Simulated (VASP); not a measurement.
Cd4Se3S: single point with PBE

Crystal: Cd4Se3S.

```
Cd Se S
1.0
     6.12858    0.00000    0.00000
     0.00000    6.12858    0.00000
    -3.06429   -3.06429    6.12526
Cd Se S
4 3 1
Direct
  0.12061 0.12061 0.75601
  0.36461 0.87939 0.24399
  0.63539 0.63539 0.75601
  0.87939 0.36461 0.24399
  0.50000 0.50000 0.00000
  0.75000 0.25000 0.50000
  0.25000 0.75000 0.50000
  0.00000 0.00000 0.00000
```

- Program: VASP 6.6.1
- Task: single point
- Functional: PBE
- Potentials or basis: VASP PAW PBE potentials, release 64 (Cd, Se, S)
- Cutoff: 520 eV
- k mesh: 4 × 4 × 4
- Occupations: gaussian, width 0.1 eV
- Spin: no spin polarisation
- Dipole correction: no
- Further INCAR settings: ALGO = Normal; EDIFF = 1e-06; NBANDS = 46

```
Pressure               : 0.3 GPa
Band gap on the k mesh : 0.61 eV, direct
```

Forces in eV/Å, atoms in the order of the input:
```
Cd   0.001  0.001 -0.002
Cd   0.001 -0.001  0.002
Cd  -0.001 -0.001 -0.002
Cd  -0.001  0.001  0.002
Se   0.000  0.000  0.000
Se   0.000  0.000  0.000
Se   0.000  0.000  0.000
S    0.000  0.000  0.000
```

Levels at points of the mesh, in eV from the valence-band top:
| k point | band 34 | band 35 | band 36 | band 37 | band 38 | band 39 |
| --- | --- | --- | --- | --- | --- | --- |
| (0.00, 0.00, 0.00) | 0.00 | 0.00 | 0.00 | 0.61 | 3.31 | 3.81 |
| (0.50, 0.00, 0.00) | -1.20 | -0.81 | -0.58 | 3.33 | 3.41 | 4.30 |
| (0.50, 0.50, 0.00) | -0.59 | -0.58 | -0.55 | 2.41 | 2.51 | 3.68 |
| (0.00, 0.00, 0.50) | -1.03 | -0.81 | -0.81 | 3.20 | 3.22 | 3.23 |

It took 3 min on 1 thread of Intel Xeon 6975P-C, with other jobs on the host, peak memory 0.4 GiB.
